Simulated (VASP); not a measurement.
# W in VASP: single point with PBEsol+D4

Aim: the single point of W with PBEsol+D4.

Program: VASP 6.6.1. These are calculated values, not measurements. Logs are shortened: lines on timing, memory, paths and dates and some standing lists are left out, and cuts for length are marked.

## (1) The cell of the first run

The cell holds a slab with vacuum, 6 atoms: a = 3.192 Å, b = 4.450 Å, c = 23.443 Å, α = 90.00°, β = 90.00°, γ = 90.00°.

## (2) Single point, PBEsol+D4

The input, INCAR:

```
SYSTEM = W
PREC = Accurate ; ENCUT = 400
EDIFF = 1E-6 ; ISMEAR = 1
SIGMA = 0.1 ; LREAL = .FALSE.
LASPH = .TRUE. ; NELM = 120
ALGO = Normal ; ISIF = 2
LWAVE = .FALSE. ; LCHARG = .FALSE.
LDIPOL = .TRUE. ; IDIPOL = 3
DIPOL = 0.5 0.5 0.390 ; GGA = PS
IVDW = 13 ; NBANDS = 51
GGA_COMPAT = .FALSE. ; NELMDL = -8
```

The input, KPOINTS:

```
regular mesh
0
G
  10 8 1
  0 0 0
```

The input, POSCAR:

```
W
1.0
    3.1924730731      0.0000000000      0.0000000000
    0.0000000000      4.4501139807      0.0000000000
    0.0000000000      0.0000000000     23.4434521249
W
6
Direct
    0.0000000000      0.0000000000      0.2985908373
    0.5000000000      0.5000000000      0.2985908373
    0.5000000000      0.9994978278      0.3895373932
    1.0000000000      0.5005021722      0.3895373932
    0.0000000000      1.0048447360      0.4827532427
    0.5000000000      0.4951552640      0.4827532427
```

Potentials or basis: VASP PAW PBE potentials, release 64 (W_sv).

Started as:

```console
cat potpaw_PBE.64/W_sv/POTCAR > POTCAR
mpirun -np 1 vasp_std > vasp.out
```

OUTCAR:

```text
SYSTEM = W
   PREC = Accurate
   ENCUT = 400
   EDIFF = 1E-6
   ISMEAR = 1
   LREAL = .FALSE.
   LASPH = .TRUE.
   NELM = 120
   ISIF = 2
   GGA = PS
   IVDW = 13
   NELMDL = -8

 ion  position               nearest neighbor table
   1  0.000  0.000  0.299-   3 2.66   3 2.66   2 2.74   2 2.74   2 2.74   2 2.74   4 3.08   4 3.08

   2  0.500  0.500  0.299-   4 2.66   4 2.66   1 2.74   1 2.74   1 2.74   1 2.74   3 3.08   3 3.08

   3  0.500  0.999  0.390-   1 2.66   1 2.66   5 2.71   5 2.71   4 2.73   4 2.73   4 2.74   4 2.74
                             2 3.08   2 3.08   6 3.10   6 3.13
   4  0.000  0.501  0.390-   2 2.66   2 2.66   6 2.71   6 2.71   3 2.73   3 2.73   3 2.74   3 2.74
                             1 3.08   1 3.08   5 3.10   5 3.13
   5  0.000  0.005  0.483-   6 2.70   6 2.70   3 2.71   3 2.71   6 2.77   6 2.77   4 3.10   4 3.13

   6  0.500  0.495  0.483-   5 2.70   5 2.70   4 2.71   4 2.71   5 2.77   5 2.77   3 3.10   3 3.13

  LATTYP: Found a simple orthorhombic cell.
 ALAT       =     3.1924730731
 B/A-ratio  =     1.3939393939
 C/A-ratio  =     7.3433515610

  Lattice vectors:

 A1 = (   3.1924730731,   0.0000000000,   0.0000000000)
 A2 = (   0.0000000000,   4.4501139807,   0.0000000000)
 A3 = (   0.0000000000,   0.0000000000,  23.4434521249)

Analysis of symmetry for initial positions (statically):
=====================================================================
 Subroutine PRICEL returns:
 Original cell was already a primitive cell.

 Routine SETGRP: Setting up the symmetry group for a
 simple orthorhombic supercell.

 Subroutine GETGRP returns: Found  4 space group operations
 (whereof  2 operations were pure point group operations)
 out of a pool of  8 trial point group operations.

The static configuration has the point symmetry C_1h.
 The point group associated with its full space group is C_2v.

Analysis of symmetry for dynamics (positions and initial velocities):
=====================================================================
 Subroutine PRICEL returns:
 Original cell was already a primitive cell.

 Routine SETGRP: Setting up the symmetry group for a
 simple orthorhombic supercell.

 Subroutine GETGRP returns: Found  4 space group operations
 (whereof  2 operations were pure point group operations)
 out of a pool of  8 trial point group operations.

The dynamic configuration has the point symmetry C_1h.
 The point group associated with its full space group is C_2v.

 Subroutine INISYM returns: Found  4 space group operations
 (whereof  2 operations are pure point group operations),
 and found     1 'primitive' translations

----------------------------------------------------------------------------------------

                                     Primitive cell

  volume of cell :     333.0581

  direct lattice vectors                    reciprocal lattice vectors
     3.192473073  0.000000000  0.000000000     0.313236784  0.000000000  0.000000000
     0.000000000  4.450113981  0.000000000     0.000000000  0.224713345  0.000000000
     0.000000000  0.000000000 23.443452125     0.000000000  0.000000000  0.042655834

  length of vectors
     3.192473073  4.450113981 23.443452125     0.313236784  0.224713345  0.042655834

  position of ions in fractional coordinates (direct lattice)
     0.000000000  0.000000000  0.298590837
     0.500000000  0.500000000  0.298590837
     0.500000000  0.999497828  0.389537393
     0.000000000  0.500502172  0.389537393
     0.000000000  0.004844736  0.482753243
     0.500000000  0.495155264  0.482753243

  ion indices of the primitive-cell ions
   primitive index   ion index
                 1           1
                 2           2
                 3           3
                 4           4
                 5           5
                 6           6

----------------------------------------------------------------------------------------

 KPOINTS: regular mesh

Automatic generation of k-mesh.
 Grid dimensions read from file:
 generate k-points for:   10    8    1

 Generating k-lattice:

  Cartesian coordinates                     Fractional coordinates (reciprocal lattice)
     0.031323678  0.000000000  0.000000000     0.100000000  0.000000000  0.000000000
     0.000000000  0.028089168  0.000000000     0.000000000  0.125000000  0.000000000
     0.000000000  0.000000000  0.042655834     0.000000000  0.000000000  1.000000000

  Length of vectors
     0.031323678  0.028089168  0.042655834

  Shift w.r.t. Gamma in fractional coordinates (k-lattice)
     0.000000000  0.000000000  0.000000000

 Subroutine IBZKPT returns following result:
 ===========================================

 Found     30 irreducible k-points:

 Following reciprocal coordinates:
            Coordinates               Weight
  0.000000  0.000000  0.000000      1.000000
  0.100000  0.000000  0.000000      2.000000
  0.200000  0.000000  0.000000      2.000000
  0.300000  0.000000  0.000000      2.000000
  0.400000  0.000000  0.000000      2.000000
  0.500000  0.000000  0.000000      1.000000
[... 16 lines left out ...]
  0.400000  0.375000  0.000000      4.000000
  0.500000  0.375000  0.000000      2.000000
 [... further k-points ...]
   k-points           NKPTS =     30   k-points in BZ     NKDIM =     30   number of bands    NBANDS=     51
   number of dos      NEDOS =    301   number of ions     NIONS =      6
   total plane-waves  NPLWV = 115200
   dimension x,y,z NGX =    24 NGY =   30 NGZ =  160
   dimension x,y,z NGXF=    48 NGYF=   60 NGZF=  320
   ions per type =               6
   NGX,Y,Z   is equivalent  to a cutoff of  12.50, 11.21, 11.35 a.u.
   NGXF,Y,Z  is equivalent  to a cutoff of  25.00, 22.41, 22.69 a.u.
 SYSTEM =  W
   PREC   = accura    normal or accurate (medium, high low for compatibility)
   ISTART =      0    job   : 0-new  1-cont  2-samecut
   ICHARG =      2    charge: 1-file 2-atom 10-const
   ISPIN  =      1    spin polarized calculation?
   LNONCOLLINEAR =      F non collinear calculations
   LSORBIT =      F    spin-orbit coupling
   LASPH  =      T    aspherical Exc in radial PAW
   ENCUT  =  400.0 eV  29.40 Ry    5.42 a.u.   5.21  7.26 38.23*2*pi/ulx,y,z
   NELM   =    120;   NELMIN=  2; NELMDL= -8     # of ELM steps
   EDIFF  = 0.1E-05   stopping-criterion for ELM
   LREAL  =      F    real-space projection
   EDIFFG = 0.1E-04   stopping-criterion for IOM
   NSW    =      0    number of steps for IOM
   IBRION =     -1    ionic relax: 0-MD 1-quasi-New 2-CG
   NFREE  =      0    steps in history (QN), initial steepest desc. (CG)
   ISIF   =      2    stress and relaxation
   ISYM   =      2    0-nonsym 1-usesym 2-fastsym
   POTIM  = 0.5000    time-step for ionic-motion
   TEBEG  =    0.0;   TEEND  =   0.0 temperature during run
   PSTRESS=    0.0 pullay stress
   NELECT =      84.0000    total number of electrons
   NUPDOWN=      -1.0000    fix difference up-down
   EMIN   =  10.00;   EMAX   =-10.00  energy-range for DOS
   EFERMI =   0.00;   METHOD = LEGACY
   ISMEAR =     1;   SIGMA  =   0.10  broadening in eV -4-tet -1-fermi 0-gaus
   EFERMI_NEDOS =   21; number of points for ismear=-14 and -15
   IALGO  =     38    algorithm
   IMIX   =      4    mixing-type and parameters
     AMIX     =   0.40;   BMIX     =  1.00
     AMIX_MAG =   1.60;   BMIX_MAG =  1.00
  volume/ion in A,a.u.               =      55.51       374.60
  Fermi-wavevector in a.u.,A,eV,Ry     =   1.034335  1.954610 14.556182  1.069849
  Thomas-Fermi vector in A             =   2.168625
   LORBIT       =      0    0 simple, 1 ext, 2 COOP (PROOUT), +10 PAW based schemes
   GGA     = PS    functional components
   LHFCALC =     F    Hartree Fock is set to
   AEXX    =    0.0000 exact exchange contribution
   IVDW    =    13    specifies the selected vdW correction
   LEPSILON=     F    determine dielectric tensor
   LRPA    =     F    only Hartree local field effects (RPA)
 non-spin polarized calculation
 Methfessel and Paxton  Order N= 1 SIGMA  =   0.10
  energy-cutoff  :      400.00
  volume of cell :      333.06
 maximum number of plane-waves:      6118
 NGX is ok and might be reduce to    24
   NGX = 11   NGY = 15   NGZ = 77

 dipolmoment           0.000000      0.000000     -0.261271 electrons x Angstroem

 number of electron      83.9999976 magnetization

 dipolmoment           0.000000      0.000000      0.005632 electrons x Angstroem

 Free energy of the ion-electron system (eV)
  ---------------------------------------------------
  ext. energy  EPLUGINS =         0.00000000
  ---------------------------------------------------
  free energy    TOTEN  =       -76.28828018 eV

  energy without entropy =      -76.28771499  energy(sigma->0) =      -76.28809178

 E-fermi :  -0.2549     XC(G=0):  -4.8141

 val. band max:       -0.2676693835   @ k =   0.0000   0.3750   0.0000
 cond. band min:      -0.2416412374   @ k =   0.0000   0.3750   0.0000
 fundamental gap:      0.0260281460
 Fermi energy:        -0.2549103931

 k-point     1 :       0.0000    0.0000    0.0000
  band No.  band energies     occupation
      1     -74.3460      2.00000
      2     -74.2167      2.00000
      3     -74.1675      2.00000
      4     -74.1268      2.00000
      5     -74.0511      2.00000
      6     -74.0159      2.00000
[... 43 lines left out ...]
     50       2.1919      0.00000
     51       2.4630      0.00000

 k-point     2 :       0.1000    0.0000    0.0000
  band No.  band energies     occupation
      1     -74.3408      2.00000
      2     -74.2177      2.00000
      3     -74.1642      2.00000
      4     -74.1244      2.00000
      5     -74.0537      2.00000
      6     -74.0190      2.00000
[... 1180 lines left out ...]
 k-point    24 :       0.5000    0.3750    0.0000
  band No.  band energies     occupation
      1     -74.2574      2.00000
      2     -74.2574      2.00000
      3     -74.1070      2.00000
      4     -74.1070      2.00000
      5     -74.0746      2.00000
      6     -74.0746      2.00000
[... 43 lines left out ...]
     50       2.4598      0.00000
     51       2.4916      0.00000

 [... further k-points ...]

------------------------ aborting loop because EDIFF is reached ----------------------------------------

 vacuum level on the upper side and lower side of the slab       (xc-potential included)        -0.137        -0.212

  DFT-D4 for vdW energy calculation

  Edisp (eV):   -1.54101

  FORCE on cell =-STRESS in cart. coord.  units (eV):
  Direction    XX          YY          ZZ          XY          YZ          ZX
  --------------------------------------------------------------------------------------
  -------------------------------------------------------------------------------------
  Total     -13.08013    -8.38184    -1.37233     0.00000     0.00000     0.00000
  in kB     -62.92204   -40.32087    -6.60158     0.00000     0.00000     0.00000
  external pressure =      -36.61 kB  Pullay stress =        0.00 kB

 VOLUME and BASIS-vectors are now :
 -----------------------------------------------------------------------------
  energy-cutoff  :      400.00
  volume of cell :      333.06
      direct lattice vectors                 reciprocal lattice vectors
     3.192473073  0.000000000  0.000000000     0.313236784  0.000000000  0.000000000
     0.000000000  4.450113981  0.000000000     0.000000000  0.224713345  0.000000000
     0.000000000  0.000000000 23.443452125     0.000000000  0.000000000  0.042655834

 POSITION                                       TOTAL-FORCE (eV/Angst)
 -----------------------------------------------------------------------------------
      0.00000      0.00000      7.00000         0.000000     -0.030219     -0.074116
      1.59624      2.22506      7.00000         0.000000      0.030219     -0.074116
      1.59624      4.44788      9.13210         0.000000      0.046196      0.443216
      0.00000      2.22729      9.13210         0.000000     -0.046196      0.443216
      0.00000      0.02156     11.31740         0.000000     -0.308247     -0.369100
      1.59624      2.20350     11.31740         0.000000      0.308247     -0.369100
 -----------------------------------------------------------------------------------
    total drift:                                0.000000      0.000000      0.000029

  FREE ENERGIE OF THE ION-ELECTRON SYSTEM (eV)
  ---------------------------------------------------
  free  energy   TOTEN  =       -77.8292908798 eV

  energy  without entropy=      -77.8287256863  energy(sigma->0) =      -77.82910248

 vacuum level on the upper side and lower side of the slab         4.566         4.491
```

It took 8.2 min on 1 thread of Intel Xeon 6975P-C, shared host; peak memory 0.47 GiB.

Results:

- Free energy: -77.8293 eV
- Largest force: 0.481 eV/Å
- Band gap on the k mesh: zero (band 42 reaches 1.16 eV, above the bottom of band 43 at -0.78 eV)
- Dispersion energy per atom: -0.257 eV

Forces on the atoms (eV/Å):
```
W    0.000 -0.030 -0.074
W    0.000  0.030 -0.074
W    0.000  0.046  0.443
W    0.000 -0.046  0.443
W    0.000 -0.308 -0.369
W    0.000  0.308 -0.369
```

Caveat: the PAW data sets were made with another functional, which shifts forces and pressure a little; spin-orbit coupling is left out, which moves the levels of the heavy elements.
